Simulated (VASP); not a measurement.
MnS:

```
CELL_PARAMETERS angstrom
3.68332 0.00000 0.00000
1.84166 3.18985 0.00000
1.84166 1.06328 3.00742
ATOMIC_POSITIONS crystal
Mn 0.00000 0.00000 0.00000
S 0.50000 0.50000 0.50000
```

Base run:

| Property | Result |
| --- | --- |
| Program | VASP 6.6.1 |
| Functional | r2SCAN |
| Potentials or basis | VASP PAW PBE potentials, release 64 (Mn_pv, S) |
| Cutoff | 520 eV |
| k mesh | 8 × 8 × 8 |
| Occupations | fermi-dirac, width 0.1 eV |
| Spin | collinear spin, ferromagnetic start |
| Starting moments | [2.8, 0.0] μB |
| Hubbard terms | Mn d U = 4.0 eV |

Its results: band gap on the k mesh 1.38 eV (least direct gap 3.63 eV); pressure 4.1 GPa; net moment 5.00 μB per cell; site moments Mn +4.65; S +0.07 μB.

The run is repeated on the same cell with these changes: hubbard terms from Mn d U = 4.0 eV to Mn d U = 2.0 eV. What comes out?

Band gap on the k mesh 0.65 eV (least direct gap 2.79 eV); pressure 2.5 GPa; net moment 5.00 μB per cell; site moments Mn +4.58; S +0.10 μB.

Caveats: the PAW data sets were made with another functional, which shifts forces and pressure a little; a cell with one magnetic atom can't hold antiferromagnetic order, which such compounds often take; the cell stands under pressure (at least some runs).

A k mesh can miss the band edges.
